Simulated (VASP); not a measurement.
LiH: single point with PBEsol

LiH:

```xyz
2
Lattice="0.0000 1.8699 2.1951 1.8699 0.0000 2.1951 1.8699 1.8699 0.0000" Properties=species:S:1:pos:R:3 pbc="T T T"
Li    0.0000    0.0000    0.0000
H     1.8699    1.8699    2.1951
```

This cell differs from its parent crystal: strain -0.080 along x and y, +0.080 along z.

```yaml
Program: VASP 6.6.1
Task: single point
Functional: PBEsol
Potentials_or_basis: VASP PAW PBE potentials, release 64 (Li_sv, H)
Cutoff: 520 eV
k_mesh: 10 × 10 × 10
Occupations: gaussian, width 0.05 eV
Spin: no spin polarisation
```

The band gap on the k mesh is 0.98 eV, indirect (least direct gap 2.31 eV).

Levels at points of the mesh, in eV from the valence-band top:
```tsv
k point	band 1	band 2	band 3	band 4	band 5
(0.00, 0.00, 0.00)	-44.09	-6.13	15.49	17.56	17.56
(0.50, 0.00, 0.00)	-44.03	-3.30	4.48	12.08	16.72
(0.50, 0.50, 0.00)	-44.03	-1.33	0.98	12.28	12.28
(0.50, 0.00, 0.50)	-43.99	0.00	3.07	9.06	10.48
```

Run time: 4.3 s on 1 thread of Intel(R) Xeon(R) 6975P-C (Granite Rapids), on a shared host, peak memory 0.13 GiB.

Caveat: the cell differs from its parent crystal (strain -0.080 along x and y, +0.080 along z). A k mesh can miss the band edges.
